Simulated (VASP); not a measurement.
Here is a VASP 6.6.1 calculation.

File INCAR:

```
SYSTEM = ZnSe
ALGO = Normal
EDIFF = 1E-6
ENCUT = 520
GGA = PE
ISIF = 2
ISMEAR = 0
LASPH = .TRUE.
LCHARG = .FALSE.
LREAL = .FALSE.
LWAVE = .FALSE.
NBANDS = 16
NELM = 60
PREC = Accurate
SIGMA = 0.05
```

KPOINTS

```
k-points
0
G
  8 8 8
  0 0 0
```

The input POSCAR:

```
ZnSe
1.0
    0.0000000000      3.0951937515      2.9805569459
    3.0951937515      0.0000000000      2.9805569459
    3.0951937515      3.0951937515      0.0000000000
Zn Se
1 1
Direct
    0.0000000000      0.0000000000      0.0000000000
    0.7500000000      0.7500000000      0.7500000000
```

Potentials or basis: VASP PAW PBE potentials, release 64 (Zn, Se).

Run with:

```sh
$ cat potpaw_PBE.64/Zn/POTCAR potpaw_PBE.64/Se/POTCAR > POTCAR
$ mpirun -np 1 vasp_std > vasp.out
```

Task: What does it give for the pressure?

Result: -7.0 GPa.

Task: Predict the band gap on the k mesh.

Result: 0.39 eV.

Stress tensor (GPa, compression positive):
```
-7.37  0.00  0.00
 0.00 -7.37  0.00
 0.00  0.00 -6.13
```

Caveat: the cell differs from its parent crystal (strain +0.080 along x and y, +0.040 along z); the cell stands under tension.
